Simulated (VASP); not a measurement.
# Al in VASP: further runs

The runs below take Al through single point, with LDA.

Everything below comes from runs of VASP 6.6.1. Logs are shortened: lines on timing, memory, paths and dates and some standing lists are left out, and cuts for length are marked.

## (1) The cell of the first run

Symmetry: C2/m, No. 12, monoclinic system. The conventional cell has a = 3.962 Å, b = 3.962 Å, c = 2.806 Å, α = 90.00°, β = 134.24°, γ = 90.00°. Within 3.7 Å of Al (site symmetry 2/m) lie 12 Al at 2.80 to 2.84 Å.

## (2) Single point, LDA

Input file INCAR:

```
PREC     = Accurate       # precision mode
ENCUT    = 520            # plane-wave cutoff, eV
EDIFF    = 1E-6           # SCF threshold, eV
ISMEAR   = 0              # smearing method
SIGMA    = 0.1            # smearing width, eV
LREAL    = False          # projectors in reciprocal space
LASPH    = True           # aspherical terms in the spheres
NELM     = 60             # most SCF steps
ALGO     = Normal         # electronic algorithm
ISIF     = 2              # what is computed and relaxed
LWAVE    = False          # write WAVECAR
LCHARG   = True           # write CHGCAR
LELF     = True           # ELF
LVHAR    = True         
NBANDS   = 10             # bands
```

Input file KPOINTS:

```
Automatic mesh
0
Gamma
  9 9 17
```

Input file POSCAR:

```
Al
1.0
    3.9621217778      0.0000000000      0.0231007144
    0.0000000000      3.9621891203      0.0000000000
   -1.9693726896      0.0000000000      1.9991732442
Al
2
Direct
    0.0000000000      0.0000000000      0.0000000000
    0.5000000000      0.5000000000      0.0000000000
```

Potentials or basis: VASP PAW LDA potentials, release 64 (Al).

On the command line:

```
$ cat potpaw_LDA.64/Al/POTCAR > POTCAR
$ mpirun -np 1 vasp_std > vasp.out
```

OUTCAR:

```text
PREC = Accurate
   ENCUT = 520
   EDIFF = 1E-6
   ISMEAR = 0
   LREAL = False
   LASPH = True
   NELM = 60
   ISIF = 2

 ion  position               nearest neighbor table
   1  0.000  0.000  0.000-   2 2.80   2 2.80   2 2.80   2 2.80   2 2.82   2 2.82   2 2.82   2 2.82

   2  0.500  0.500  0.000-   1 2.80   1 2.80   1 2.80   1 2.80   1 2.82   1 2.82   1 2.82   1 2.82

  LATTYP: Found a simple monoclinic cell.
 ALAT       =     2.8062648576
 B/A-ratio  =     1.4119084696
 C/A-ratio  =     1.0117102011
 COS(beta)  =    -0.0148619657

  Lattice vectors:

 A1 = (  -1.9693726896,   0.0000000000,   1.9991732442)
 A2 = (   0.0000000000,   3.9621891203,   0.0000000000)
 A3 = (  -1.9927490882,   0.0000000000,  -2.0222739586)

Analysis of symmetry for initial positions (statically):
=====================================================================
 Subroutine PRICEL returns following result:

  LATTYP: Found a base centered monoclinic cell.
 ALAT       =     3.9621891203
 B/A-ratio  =     1.0000000000
 C/A-ratio  =     0.7082612092
 COS(beta)  =    -0.6976117921

  Lattice vectors:

 A1 = (   1.9810608889,  -1.9810945602,   0.0115503572)
 A2 = (   1.9810608889,   1.9810945601,   0.0115503572)
 A3 = (  -1.9693726896,   0.0000000000,   1.9991732442)

   2 primitive cells build up your supercell.

 Routine SETGRP: Setting up the symmetry group for a
 simple monoclinic supercell.

 Subroutine GETGRP returns: Found  4 space group operations
 (whereof  4 operations were pure point group operations)
 out of a pool of  4 trial point group operations.

The static configuration has the point symmetry C_2h.

Analysis of symmetry for dynamics (positions and initial velocities):
=====================================================================
 Subroutine PRICEL returns following result:

  LATTYP: Found a base centered monoclinic cell.
 ALAT       =     3.9621891203
 B/A-ratio  =     1.0000000000
 C/A-ratio  =     0.7082612092
 COS(beta)  =    -0.6976117921

  Lattice vectors:

 A1 = (   1.9810608889,  -1.9810945602,   0.0115503572)
 A2 = (   1.9810608889,   1.9810945601,   0.0115503572)
 A3 = (  -1.9693726896,   0.0000000000,   1.9991732442)

   2 primitive cells build up your supercell.

 Routine SETGRP: Setting up the symmetry group for a
 simple monoclinic supercell.

 Subroutine GETGRP returns: Found  4 space group operations
 (whereof  4 operations were pure point group operations)
 out of a pool of  4 trial point group operations.

The dynamic configuration has the point symmetry C_2h.
[... 103 lines left out ...]
   ISIF   =      2    stress and relaxation
   ISYM   =      2    0-nonsym 1-usesym 2-fastsym
   POTIM  = 0.5000    time-step for ionic-motion
   TEBEG  =    0.0;   TEEND  =   0.0 temperature during run
   PSTRESS=    0.0 pullay stress
   NELECT =       6.0000    total number of electrons
   NUPDOWN=      -1.0000    fix difference up-down
   EMIN   =  10.00;   EMAX   =-10.00  energy-range for DOS
   EFERMI =   0.00;   METHOD = LEGACY
   ISMEAR =     0;   SIGMA  =   0.10  broadening in eV -4-tet -1-fermi 0-gaus
   EFERMI_NEDOS =   21; number of points for ismear=-14 and -15
   IALGO  =     38    algorithm
   IMIX   =      4    mixing-type and parameters
     AMIX     =   0.40;   BMIX     =  1.00
     AMIX_MAG =   1.60;   BMIX_MAG =  1.00
  volume/ion in A,a.u.               =      15.78       106.50
  Fermi-wavevector in a.u.,A,eV,Ry     =   0.941293  1.778787 12.055215  0.886033
  Thomas-Fermi vector in A             =   2.068790
   LORBIT       =      0    0 simple, 1 ext, 2 COOP (PROOUT), +10 PAW based schemes
   GGA     = CA    functional components
   LHFCALC =     F    Hartree Fock is set to
   AEXX    =    0.0000 exact exchange contribution
   IVDW    =     0    specifies the selected vdW correction
   LEPSILON=     F    determine dielectric tensor
   LRPA    =     F    only Hartree local field effects (RPA)
 non-spin polarized calculation
 Gauss-broadening in eV      SIGMA  =   0.10
  energy-cutoff  :      520.00
  volume of cell :       31.56
 maximum number of plane-waves:       882
 NGX is ok and might be reduce to    30
   NGX = 15   NGY = 15   NGZ = 11

 number of electron       6.0000000 magnetization

 Free energy of the ion-electron system (eV)
  ---------------------------------------------------
  ext. energy  EPLUGINS =         0.00000000
  ---------------------------------------------------
  free energy    TOTEN  =        -8.38297810 eV

  energy without entropy =       -8.37910966  energy(sigma->0) =       -8.38104388

 E-fermi :   8.2894     XC(G=0): -10.5088

 val. band max:        8.2878822746   @ k =   0.1111   0.0000   0.4118
 cond. band min:       8.2919395603   @ k =   0.4444   0.0000   0.1765
 fundamental gap:      0.0040572857
 Fermi energy:         8.2893895869

 k-point     1 :       0.0000    0.0000    0.0000
  band No.  band energies     occupation
      1      -3.1490      2.00000
      2       5.3296      2.00000
      3       6.7407      2.00000
      4      13.5031      0.00000
      5      13.6942      0.00000
      6      14.1355      0.00000
      7      17.5578      0.00000
      8      20.8467      0.00000
      9      21.1299      0.00000
     10      21.2557      0.00000
[... 287 lines left out ...]
 k-point    24 :       0.3333    0.4444   -0.0000
  band No.  band energies     occupation
      1       0.6894      2.00000
      2       1.7007      2.00000
      3       6.5184      2.00000
      4       7.4947      2.00000
      5      17.2555      0.00000
      6      17.4080      0.00000
      7      18.2844      0.00000
      8      19.2094      0.00000
      9      19.6391      0.00000
     10      19.9294      0.00000

 [... further k-points ...]

------------------------ aborting loop because EDIFF is reached ----------------------------------------

  FORCE on cell =-STRESS in cart. coord.  units (eV):
  Direction    XX          YY          ZZ          XY          YZ          ZX
  --------------------------------------------------------------------------------------
  -------------------------------------------------------------------------------------
  Total        0.1716796     -0.0132047      0.0198230      0.0000000      0.0000000     -0.0021583
  in kB        8.7142235     -0.6702536      1.0061904      0.0000000      0.0000000     -0.1095518
  external PRESSURE =       3.0167201 kB  Pullay stress =       0.0000000 kB

 VOLUME and BASIS-vectors are now :
 -----------------------------------------------------------------------------
  energy-cutoff  :      520.00
  volume of cell :       31.56
      direct lattice vectors                 reciprocal lattice vectors
     3.962121778  0.000000000  0.023100714     0.250948703  0.000000000  0.247207951
     0.000000000  3.962189120  0.000000000     0.000000000  0.252385732  0.000000000
    -1.969372690  0.000000000  1.999173244    -0.002899746  0.000000000  0.497350253

 POSITION                                       TOTAL-FORCE (eV/Angst)
 -----------------------------------------------------------------------------------
      0.00000      0.00000      0.00000        -0.000000      0.000000     -0.000000
      1.98106      1.98109      0.01155         0.000000      0.000000      0.000000
 -----------------------------------------------------------------------------------
    total drift:                                0.000000     -0.000000     -0.000000

  FREE ENERGIE OF THE ION-ELECTRON SYSTEM (eV)
  ---------------------------------------------------
  free  energy   TOTEN  =        -8.3829780966 eV

  energy  without entropy=       -8.3791096633  energy(sigma->0) =       -8.38104388
```

It took 47 s on 1 thread of Intel Xeon Platinum 8488C (Sapphire Rapids), shared host; peak memory 0.2 GiB.

Results:

- Free energy: -8.3830 eV
- Pressure: 0.3 GPa
- Band gap on the k mesh: zero (band 3 reaches 15.25 eV, above the bottom of band 4 at 4.26 eV)

Stress tensor (GPa, compression positive):
```
 0.87  0.00 -0.01
 0.00 -0.07  0.00
-0.01  0.00  0.10
```

## (3) Single point, LDA

Input file INCAR:

```
SYSTEM = Al
PREC = Accurate ; ENCUT = 520
EDIFF = 1E-6 ; ISMEAR = 1
SIGMA = 0.1 ; LREAL = .FALSE.
LASPH = .TRUE. ; NELM = 60
ALGO = Normal ; ISIF = 2
LWAVE = .FALSE. ; LCHARG = .FALSE.
GGA = CA ; NBANDS = 10
```

Input file KPOINTS:

```
regular mesh
0
G
  9 9 17
  0 0 0
```

POSCAR is that of step 2.

Potentials or basis: VASP PAW LDA potentials, release 64 (Al).

On the command line:

```
$ cat potpaw_LDA.64/Al/POTCAR > POTCAR
$ mpirun -np 1 vasp_std > vasp.out
```

Wall time 47 s (1 thread of Intel Xeon Platinum 8488C (Sapphire Rapids), shared host); peak memory 0.2 GiB.

Results (log left out):

- Free energy: -8.3810 eV
- Pressure: 0.3 GPa
- Band gap on the k mesh: zero (band 3 reaches 15.25 eV, above the bottom of band 4 at 4.26 eV)

Stress tensor (GPa, compression positive):
```
 0.94  0.00  0.08
 0.00 -0.09  0.00
 0.08  0.00  0.03
```

Levels at points of the mesh, in eV from the Fermi level:
```csv
k point,band 1,band 2,band 3,band 4,band 5,band 6
"(0.00, 0.00, 0.00)",-11.44,-2.96,-1.55,5.21,5.41,5.85
```

(Part 1 of 2 ends here.)
